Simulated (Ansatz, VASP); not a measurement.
**Two plane-wave programs on NaF**

```
CELL_PARAMETERS angstrom
0.00000 2.02959 3.04438
2.02959 0.00000 3.04438
2.02959 2.02959 0.00000
ATOMIC_POSITIONS crystal
Na 0.00000 0.00000 0.00000
F 0.50000 0.50000 0.50000
```

Alike in both runs: task single point; functional PBEsol; k mesh 10 × 10 × 10; occupations gaussian, width 0.05 eV; no spin polarisation.

```csv
,VASP,Ansatz
version,VASP 6.6.1,Ansatz 0.2.0
potentials or method,"VASP PAW PBE potentials, release 64 (Na_pv, F), cutoff 520 eV","scalar-relativistic, plane waves, PAW"
valence electrons in the cell,14,16
```

|  | VASP | Ansatz | Ansatz less VASP |
| --- | --- | --- | --- |
| gap on the k mesh at the Fermi level (eV) | 5.81 | 5.84 | +0.035 |
| least direct gap on the mesh (eV) | 5.81 | 5.84 | +0.035 |
| pressure (GPa) | 16.6 | 16.0 | -0.58 |
| traceless stress, the component that is largest in VASP (GPa) | -19.88 | -19.00 | +0.876 |

VASP's potentials were made for PBE, not for PBEsol. The functional is the same, so the differences come from potentials, cutoffs and numerics. VASP's potentials hold 14 valence electrons a cell and Ansatz's 16, so a difference there can come from the potentials and not from the codes.
